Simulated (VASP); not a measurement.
# GaSb (F-43m) in VASP: further runs

GaSb is run at these levels: r2SCAN; tasks: single point.

Everything below comes from runs of VASP 6.6.1. Logs are shortened: lines on timing, memory, paths and dates and some standing lists are left out, and cuts for length are marked.

### Step 1. The cell of the first run

It takes space group F-43m (No. 216, cubic). Conventional cell: a = 6.077 Å, b = 6.077 Å, c = 6.077 Å, α = 90.00°, β = 90.00°, γ = 90.00°. Sb (site symmetry -43m) has 4 Ga at 2.63 Å within 3.5 Å. Ga (site symmetry -43m) has 4 Sb at 2.63 Å within 3.5 Å.

### Step 2. Single point, r2SCAN, non-collinear spin, zero start, spin-orbit coupling

POSCAR reads:

```
GaSb
1.0
    0.0000000000      3.0384691801      3.0384691801
    3.0384691801      0.0000000000      3.0384691801
    3.0384691801      3.0384691801      0.0000000000
Sb Ga
1 1
Direct
    0.7500000000      0.7500000000      0.7500000000
    0.0000000000      0.0000000000      0.0000000000
```

INCAR.step1 reads:

```
PREC = Accurate
ENCUT = 520
ISMEAR = -1
SIGMA = 0.05
LREAL = F
LASPH = T
NELM = 150
MAGMOM = 0 0 0 0 0 0
LSORBIT = T
GGA_COMPAT = F
NBANDS = 30
GGA = PE
ALGO = Normal
EDIFF = 1E-4
LWAVE = T
LCHARG = F
```

INCAR.step2 reads:

```
PREC = Accurate
ENCUT = 520
EDIFF = 1E-6
ISMEAR = -1
SIGMA = 0.05
LREAL = F
LASPH = T
NELM = 150
ALGO = Normal
ISIF = 2
LWAVE = F
LCHARG = F
MAGMOM = 0 0 0 0 0 0
LORBIT = 11
LSORBIT = T
GGA_COMPAT = F
LORBMOM = T
METAGGA = R2SCAN
LMIXTAU = T
NBANDS = 30
ISTART = 1
```

KPOINTS reads:

```
Automatic mesh
0
Gamma
  8 8 8
```

Potentials or basis: VASP PAW PBE potentials, release 64 (Sb, Ga_d).

The run is started by

```
> cat potpaw_PBE.64/Sb/POTCAR potpaw_PBE.64/Ga_d/POTCAR > POTCAR
> cp INCAR.step1 INCAR
> mpirun -np 1 vasp_ncl > vasp.out
> cp INCAR.step2 INCAR
> mpirun -np 1 vasp_ncl > vasp.out
```

OUTCAR:

```text
PREC = Accurate
   ENCUT = 520
   EDIFF = 1E-6
   ISMEAR = -1
   LREAL = F
   LASPH = T
   NELM = 150
   ISIF = 2
   LORBIT = 11
   LSORBIT = T
   METAGGA = R2SCAN
   ISTART = 1

 ion  position               nearest neighbor table
   1  0.750  0.750  0.750-   2 2.63   2 2.63   2 2.63   2 2.63
   2  0.000  0.000  0.000-   1 2.63   1 2.63   1 2.63   1 2.63

  LATTYP: Found a face centered cubic cell.
 ALAT       =     6.0769383602

  Lattice vectors:

 A1 = (   0.0000000000,   3.0384691801,   3.0384691801)
 A2 = (   3.0384691801,   0.0000000000,   3.0384691801)
 A3 = (   3.0384691801,   3.0384691801,   0.0000000000)

Analysis of symmetry for initial positions (statically):
=====================================================================
 Subroutine PRICEL returns:
 Original cell was already a primitive cell.

 Routine SETGRP: Setting up the symmetry group for a
 face centered cubic supercell.

 Subroutine GETGRP returns: Found 24 space group operations
 (whereof 24 operations were pure point group operations)
 out of a pool of 48 trial point group operations.

The static configuration has the point symmetry T_d .

Analysis of symmetry for dynamics (positions and initial velocities):
=====================================================================
 Subroutine PRICEL returns:
 Original cell was already a primitive cell.

 Routine SETGRP: Setting up the symmetry group for a
 face centered cubic supercell.

 Subroutine GETGRP returns: Found 24 space group operations
 (whereof 24 operations were pure point group operations)
 out of a pool of 48 trial point group operations.

The dynamic configuration has the point symmetry T_d .

Analysis of structural, dynamic, and magnetic symmetry:
=====================================================================
 Subroutine PRICEL returns:
 Original cell was already a primitive cell.

 Routine SETGRP: Setting up the symmetry group for a
 face centered cubic supercell.

 Subroutine GETGRP returns: Found 24 space group operations
 (whereof 24 operations were pure point group operations)
 out of a pool of 48 trial point group operations.

The overall configuration has the point symmetry T_d .

 Subroutine INISYM returns: Found 24 space group operations
 (whereof 24 operations are pure point group operations),
 and found     1 'primitive' translations

----------------------------------------------------------------------------------------

                                     Primitive cell

  volume of cell :      56.1041

  direct lattice vectors                    reciprocal lattice vectors
     0.000000000  3.038469180  3.038469180    -0.164556548  0.164556548  0.164556548
     3.038469180  0.000000000  3.038469180     0.164556548 -0.164556548  0.164556548
     3.038469180  3.038469180  0.000000000     0.164556548  0.164556548 -0.164556548

  length of vectors
     4.297044323  4.297044323  4.297044323     0.285020302  0.285020302  0.285020302

  position of ions in fractional coordinates (direct lattice)
     0.750000000  0.750000000  0.750000000
     0.000000000  0.000000000  0.000000000

  ion indices of the primitive-cell ions
   primitive index   ion index
                 1           1
                 2           2

----------------------------------------------------------------------------------------

 KPOINTS: Automatic mesh

Automatic generation of k-mesh.
 Grid dimensions read from file:
 generate k-points for:    8    8    8

 Generating k-lattice:

  Cartesian coordinates                     Fractional coordinates (reciprocal lattice)
    -0.020569569  0.020569569  0.020569569     0.125000000  0.000000000  0.000000000
     0.020569569 -0.020569569  0.020569569     0.000000000  0.125000000  0.000000000
     0.020569569  0.020569569 -0.020569569     0.000000000  0.000000000  0.125000000

  Length of vectors
     0.035627538  0.035627538  0.035627538

  Shift w.r.t. Gamma in fractional coordinates (k-lattice)
     0.000000000  0.000000000  0.000000000

 Subroutine IBZKPT returns following result:
 ===========================================

 Found     43 irreducible k-points:

 Following reciprocal coordinates:
            Coordinates               Weight
  0.000000  0.000000  0.000000      1.000000
  0.125000  0.000000  0.000000      4.000000
 -0.125000  0.000000  0.000000      4.000000
  0.250000  0.000000  0.000000      4.000000
 -0.250000  0.000000  0.000000      4.000000
  0.375000  0.000000  0.000000      4.000000
[... 16 lines left out ...]
 -0.375000 -0.250000  0.000000     12.000000
  0.500000  0.250000  0.000000     12.000000
[... 26 lines left out ...]
   ISYM   =      2    0-nonsym 1-usesym 2-fastsym
   POTIM  = 0.5000    time-step for ionic-motion
   TEBEG  =    0.0;   TEEND  =   0.0 temperature during run
   PSTRESS=    0.0 pullay stress
   NELECT =      18.0000    total number of electrons
   NUPDOWN=      -1.0000    fix difference up-down
   EMIN   =  10.00;   EMAX   =-10.00  energy-range for DOS
   EFERMI =   0.00;   METHOD = LEGACY
   ISMEAR =    -1;   SIGMA  =   0.05  broadening in eV -4-tet -1-fermi 0-gaus
   EFERMI_NEDOS =   21; number of points for ismear=-14 and -15
   IALGO  =     38    algorithm
   IMIX   =      4    mixing-type and parameters
     AMIX     =   0.40;   BMIX     =  1.00
     AMIX_MAG =   1.60;   BMIX_MAG =  1.00
  volume/ion in A,a.u.               =      28.05       189.30
  Fermi-wavevector in a.u.,A,eV,Ry     =   1.120730  2.117872 17.089391  1.256035
  Thomas-Fermi vector in A             =   2.257378
   LORBIT       =     11    0 simple, 1 ext, 2 COOP (PROOUT), +10 PAW based schemes
   METAGGA = R2SCAN    functional components
   LHFCALC =     F    Hartree Fock is set to
   AEXX    =    0.0000 exact exchange contribution
   IVDW    =     0    specifies the selected vdW correction
   LEPSILON=     F    determine dielectric tensor
   LRPA    =     F    only Hartree local field effects (RPA)
  energy-cutoff  :      520.00
  volume of cell :       56.10
 maximum number of plane-waves:      3080
   NGX = 15   NGY = 15   NGZ = 15

 number of electron      17.9999985 magnetization       0.0000000     -0.0000000     -0.0000000

 number of electron      17.9999985 magnetization       0.0000000      0.0000000      0.0000000

 number of electron      17.9999985 magnetization       0.0000000     -0.0000000      0.0000000

 Free energy of the ion-electron system (eV)
  ---------------------------------------------------
  ext. energy  EPLUGINS =         0.00000000
  ---------------------------------------------------
  free energy    TOTEN  =       -37.65483314 eV

  energy without entropy =      -37.65475926  energy(sigma->0) =      -37.65479620

 E-fermi :   5.3222     XC(G=0):  -9.8143

 val. band max:        5.1210676614   @ k =   0.0000   0.0000   0.0000
 cond. band min:       5.5045802104   @ k =   0.0000   0.0000   0.0000
 fundamental gap:      0.3835125490
 Fermi energy:         5.3221663490

 k-point     1 :       0.0000    0.0000    0.0000
  band No.  band energies     occupation
      1     -10.8957      1.00000
      2     -10.8957      1.00000
      3     -10.8957      1.00000
      4     -10.8957      1.00000
      5     -10.4603      1.00000
      6     -10.4603      1.00000
[... 781 lines left out ...]
     29      15.5902      0.00000
     30      15.6405      0.00000

 [... further k-points ...]

------------------------ aborting loop because EDIFF is reached ----------------------------------------

  FORCE on cell =-STRESS in cart. coord.  units (eV):
  Direction    XX          YY          ZZ          XY          YZ          ZX
  --------------------------------------------------------------------------------------
  -------------------------------------------------------------------------------------
  Total        0.5778647      0.5778647      0.5778647      0.0000000      0.0000000      0.0000000
  in kB       16.5022140     16.5022140     16.5022140      0.0000000      0.0000000      0.0000000
  external PRESSURE =      16.5022140 kB  Pullay stress =       0.0000000 kB

 VOLUME and BASIS-vectors are now :
 -----------------------------------------------------------------------------
  energy-cutoff  :      520.00
  volume of cell :       56.10
      direct lattice vectors                 reciprocal lattice vectors
     0.000000000  3.038469180  3.038469180    -0.164556548  0.164556548  0.164556548
     3.038469180  0.000000000  3.038469180     0.164556548 -0.164556548  0.164556548
     3.038469180  3.038469180  0.000000000     0.164556548  0.164556548 -0.164556548

 POSITION                                       TOTAL-FORCE (eV/Angst)
 -----------------------------------------------------------------------------------
      4.55770      4.55770      4.55770         0.000000     -0.000000     -0.000000
      0.00000      0.00000      0.00000        -0.000000      0.000000      0.000000
 -----------------------------------------------------------------------------------
    total drift:                                0.000001      0.000001      0.000001

  FREE ENERGIE OF THE ION-ELECTRON SYSTEM (eV)
  ---------------------------------------------------
  free  energy   TOTEN  =       -37.6548331433 eV

  energy  without entropy=      -37.6547592570  energy(sigma->0) =      -37.65479620

 orbital moment (x)

 # of ion     p       d       tot
 ----------------------------------------
  1        -0.000  -0.000  -0.000
  2         0.000   0.000   0.000
 ----------------------------------------
           -0.000   0.000  -0.000

 orbital moment (y)

 # of ion     p       d       tot
 ----------------------------------------
  1        -0.000   0.000  -0.000
  2        -0.000  -0.000  -0.000
 ----------------------------------------
           -0.000   0.000  -0.000

 orbital moment (z)

 # of ion     p       d       tot
 ----------------------------------------
  1         0.000   0.000   0.000
  2         0.000   0.000   0.000
 ----------------------------------------
            0.000   0.000   0.000

 Spin-Orbit-Coupling matrix elements

 Ion:    1  E_soc:     -0.1145820
 l=   1
     0.0000000    -0.0189444    -0.0189444
    -0.0189444     0.0000000    -0.0189444
    -0.0189444    -0.0189444     0.0000000
 l=   2
     0.0000000    -0.0000607     0.0000000    -0.0000607    -0.0000920
    -0.0000607     0.0000000    -0.0000690    -0.0000607    -0.0000230
     0.0000000    -0.0000690     0.0000000    -0.0000690     0.0000000
    -0.0000607    -0.0000607    -0.0000690     0.0000000    -0.0000230
    -0.0000920    -0.0000230     0.0000000    -0.0000230     0.0000000
 l=   3
     0.0000000     0.0000000     0.0000000     0.0000000     0.0000000     0.0000000     0.0000000
     0.0000000     0.0000000     0.0000000     0.0000000     0.0000000     0.0000000     0.0000000
     0.0000000     0.0000000     0.0000000     0.0000000     0.0000000     0.0000000     0.0000000
     0.0000000     0.0000000     0.0000000     0.0000000     0.0000000     0.0000000     0.0000000
     0.0000000     0.0000000     0.0000000     0.0000000     0.0000000     0.0000000     0.0000000
     0.0000000     0.0000000     0.0000000     0.0000000     0.0000000     0.0000000     0.0000000
     0.0000000     0.0000000     0.0000000     0.0000000     0.0000000     0.0000000     0.0000000

 Ion:    2  E_soc:     -0.0121129
 l=   1
     0.0000000    -0.0012266    -0.0012266
    -0.0012266     0.0000000    -0.0012266
    -0.0012266    -0.0012266     0.0000000
 l=   2
     0.0000000    -0.0001508     0.0000000    -0.0001508    -0.0006414
    -0.0001508     0.0000000    -0.0004810    -0.0001508    -0.0001603
     0.0000000    -0.0004810     0.0000000    -0.0004810     0.0000000
    -0.0001508    -0.0001508    -0.0004810     0.0000000    -0.0001603
    -0.0006414    -0.0001603     0.0000000    -0.0001603     0.0000000
 l=   3
     0.0000000     0.0000000     0.0000000     0.0000000     0.0000000     0.0000000     0.0000000
     0.0000000     0.0000000     0.0000000     0.0000000     0.0000000     0.0000000     0.0000000
     0.0000000     0.0000000     0.0000000     0.0000000     0.0000000     0.0000000     0.0000000
     0.0000000     0.0000000     0.0000000     0.0000000     0.0000000     0.0000000     0.0000000
     0.0000000     0.0000000     0.0000000     0.0000000     0.0000000     0.0000000     0.0000000
     0.0000000     0.0000000     0.0000000     0.0000000     0.0000000     0.0000000     0.0000000
     0.0000000     0.0000000     0.0000000     0.0000000     0.0000000     0.0000000     0.0000000

 total charge

# of ion       s       p       d       tot
------------------------------------------
    1        1.102   1.375   0.030   2.507
    2        0.874   0.788   9.967  11.630
--------------------------------------------------
tot          1.976   2.163   9.997  14.137

 magnetization (x)

# of ion       s       p       d       tot
------------------------------------------
    1       -0.000  -0.000   0.000  -0.000
    2        0.000  -0.000   0.000   0.000
--------------------------------------------------
tot          0.000  -0.000   0.000  -0.000

 magnetization (y)

# of ion       s       p       d       tot
------------------------------------------
    1       -0.000  -0.000   0.000  -0.000
    2        0.000   0.000  -0.000   0.000
--------------------------------------------------
tot         -0.000   0.000  -0.000  -0.000

 magnetization (z)

# of ion       s       p       d       tot
------------------------------------------
    1       -0.000  -0.000   0.000  -0.000
    2        0.000  -0.000   0.000  -0.000
--------------------------------------------------
tot         -0.000  -0.000   0.000  -0.000
```

Wall time 11 min (1 thread of Intel Xeon 8259CL, shared host); peak memory 0.43 GiB.

What came out:

```
Free energy                                           : -37.6548 eV
Pressure                                              : 1.7 GPa
Net moment                                            : 0.00 μB per cell
Valence electrons inside the program's atomic spheres : Sb 2.51; Ga 11.63
```

Moments on the atoms (μB; x, y, z):
```
Sb  0.00 0.00 0.00
Ga  0.00 0.00 0.00
```

Caveat: the PAW data sets were made with another functional, which shifts forces and pressure a little.

### Step 3. Single point, r2SCAN, non-collinear spin, zero start, spin-orbit coupling

This run uses another cell than the first one, of 28.62 Å³/atom.

POSCAR reads:

```
GaSb
1.0
    0.0000000000      3.0590000000      3.0590000000
    3.0590000000      0.0000000000      3.0590000000
    3.0590000000      3.0590000000      0.0000000000
Sb Ga
1 1
Direct
    0.7500000000      0.7500000000      0.7500000000
    0.0000000000      0.0000000000      0.0000000000
```

INCAR.step1 reads:

```
ALGO = Normal ; EDIFF = 1E-4
ENCUT = 520 ; GGA = PE
GGA_COMPAT = False ; ISMEAR = -1
LASPH = True ; LCHARG = False
LNONCOLLINEAR = True ; LREAL = False
LSORBIT = True ; LWAVE = True
MAGMOM = 0 0 0 0 0 0 ; NBANDS = 30
NELM = 150 ; PREC = Accurate
SIGMA = 0.05
```

INCAR.step2 reads:

```
ALGO = Normal ; EDIFF = 1E-7
ENCUT = 520 ; GGA_COMPAT = False
ISIF = 2 ; ISMEAR = -1
ISTART = 1 ; LASPH = True
LCHARG = False ; LMIXTAU = True
LNONCOLLINEAR = True ; LORBIT = 11
LORBMOM = True ; LREAL = False
LSORBIT = True ; LWAVE = False
MAGMOM = 0 0 0 0 0 0 ; METAGGA = R2SCAN
NBANDS = 30 ; NELM = 150
PREC = Accurate ; SIGMA = 0.05
```

KPOINTS reads:

```
k-points
0
Gamma
  8 8 8
```

Potentials or basis: VASP PAW PBE potentials, release 64 (Sb, Ga_d).

The run is started by

```
> cat potpaw_PBE.64/Sb/POTCAR potpaw_PBE.64/Ga_d/POTCAR > POTCAR
> cp INCAR.step1 INCAR
> mpirun -np 1 vasp_ncl > vasp.out
> cp INCAR.step2 INCAR
> mpirun -np 1 vasp_ncl > vasp.out
```

It took 17 min on 1 thread of Intel Xeon 8259CL, shared host; peak memory 0.44 GiB.

The run converged. Its results:

| Property | Result |
| --- | --- |
| Free energy | -37.6625 eV |
| Pressure | 0.5 GPa |
| Net moment | 0.00 μB per cell |
| Valence electrons inside the program's atomic spheres | Sb 2.49; Ga 11.61 |

Moments on the atoms (μB; x, y, z):
```
Sb  0.00 0.00 0.00
Ga  0.00 0.00 0.00
```

Caveat: the PAW data sets were made with another functional, which shifts forces and pressure a little.

### Step 4. Single point, r2SCAN, non-collinear spin, zero start, spin-orbit coupling

This run uses another cell than the first one, of 29.20 Å³/atom.

POSCAR reads:

```
GaSb
1.0
    0.0000000000      3.0792588685      3.0792588685
    3.0792588685      0.0000000000      3.0792588685
    3.0792588685      3.0792588685      0.0000000000
Sb Ga
1 1
Direct
    0.7500000000      0.7500000000      0.7500000000
    0.0000000000      0.0000000000      0.0000000000
```

INCAR.step1 reads:

```
PREC = Accurate
ENCUT = 520
ISMEAR = -1
SIGMA = 0.05
LREAL = False
LASPH = True
NELM = 150
MAGMOM = 0 0 0 0 0 0
LSORBIT = True
GGA_COMPAT = False
NBANDS = 30
GGA = PE
ALGO = Normal
EDIFF = 1E-4
LWAVE = True
LCHARG = False
```

INCAR.step2 reads:

```
PREC = Accurate
ENCUT = 520
EDIFF = 1E-6
ISMEAR = -1
SIGMA = 0.05
LREAL = False
LASPH = True
NELM = 150
ALGO = Normal
ISIF = 2
LWAVE = False
LCHARG = False
MAGMOM = 0 0 0 0 0 0
LORBIT = 11
LSORBIT = True
GGA_COMPAT = False
LORBMOM = True
METAGGA = R2SCAN
LMIXTAU = True
NBANDS = 30
ISTART = 1
```

KPOINTS reads:

```
regular mesh
0
Gamma
  8 8 8
```

The run is started by

```
> cat potpaw_PBE.64/Sb/POTCAR potpaw_PBE.64/Ga_d/POTCAR > POTCAR
> cp INCAR.step1 INCAR
> mpirun -np 1 vasp_ncl > vasp.out
> cp INCAR.step2 INCAR
> mpirun -np 1 vasp_ncl > vasp.out
```

Run time: 15 min. Hardware: 1 thread of Intel Xeon 8259CL, shared host; peak memory 0.44 GiB.

It converged, with:

```
Free energy                                           : -37.6623 eV
Pressure                                              : -0.5 GPa
Net moment                                            : 0.00 μB per cell
Valence electrons inside the program's atomic spheres : Sb 2.48; Ga 11.59
```

Moments on the atoms (μB; x, y, z):
```
Sb  0.00 0.00 0.00
Ga  0.00 0.00 0.00
```

Caveat: the PAW data sets were made with another functional, which shifts forces and pressure a little.

### Step 5. Summary

| cell | pressure (GPa) | moment (μB) |
| --- | --- | --- |
| a = 4.297 Å, angles 60.0°, 2 atoms | 1.7 | 0.00 |
| a = 4.326 Å, angles 60.0°, 2 atoms | 0.5 | 0.00 |
| a = 4.355 Å, angles 60.0°, 2 atoms | -0.5 | 0.00 |

Alike in all rows: task single point; level r2SCAN; potentials or basis VASP PAW PBE potentials, release 64 (Sb, Ga_d); spin non-collinear, zero start, SOC; k mesh 8 × 8 × 8; cutoff (eV) 520; smearing fermi-dirac 0.05 eV.

Caveats: the PAW data sets were made with another functional, which shifts forces and pressure a little.

Total energies depend on the potentials used, so only differences within one code and one set of settings carry meaning.
